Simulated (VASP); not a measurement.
A run of VASP 6.6.1 is set up as follows.

Contents of INCAR:

```
ALGO = Normal
EDIFF = 1E-6
ENCUT = 520
GGA = PE
ISIF = 2
ISMEAR = 0
LASPH = True
LCHARG = True
LELF = True
LREAL = False
LVHAR = True
LWAVE = False
NBANDS = 31
NELM = 80
PREC = Accurate
SIGMA = 0.1
```

The input KPOINTS:

```
k-points
0
Gamma
  6 6 2
```

POSCAR

```
BiSbS4
1.0
    5.2997149200      0.0000000000      0.0000000000
   -2.6498574600      4.5896877500      0.0000000000
    0.0000000000      0.0000000000      7.5958661100
Sb Bi S
1 1 4
Direct
    0.0000000000      0.0000000000      0.5000000000
    0.0000000000      0.0000000000      0.0000000000
    0.3333333300      0.6666666700      0.3508336500
    0.6666666700      0.3333333300      0.3508336500
    0.6666666700      0.3333333300      0.6491663500
    0.3333333300      0.6666666700      0.6491663500
```

Potentials or basis: VASP PAW PBE potentials, release 64 (Sb, Bi_d, S).

The run is started by

```bash
$ cat potpaw_PBE.64/Sb/POTCAR potpaw_PBE.64/Bi_d/POTCAR potpaw_PBE.64/S/POTCAR > POTCAR
$ mpirun -np 1 vasp_std > vasp.out
```

Task: Estimate the band gap on the k mesh.

Result: Zero (bands 22 and 23 overlap by 0.39 eV).

Task: Predict the largest force.

Result: 1.900 eV/Å.

Forces on the atoms (eV/Å):
```
Sb   0.000  0.000  0.000
Bi   0.000  0.000  0.000
S    0.000  0.000  1.900
S    0.000  0.000  1.900
S    0.000  0.000 -1.900
S    0.000  0.000 -1.900
```

Caveat: the k points lie up to 0.41 Å⁻¹ apart; spin-orbit coupling is left out, which moves the levels of the heavy elements; forces of over 1 eV/Å act on the atoms, so gaps and moduli don't describe the material at rest.
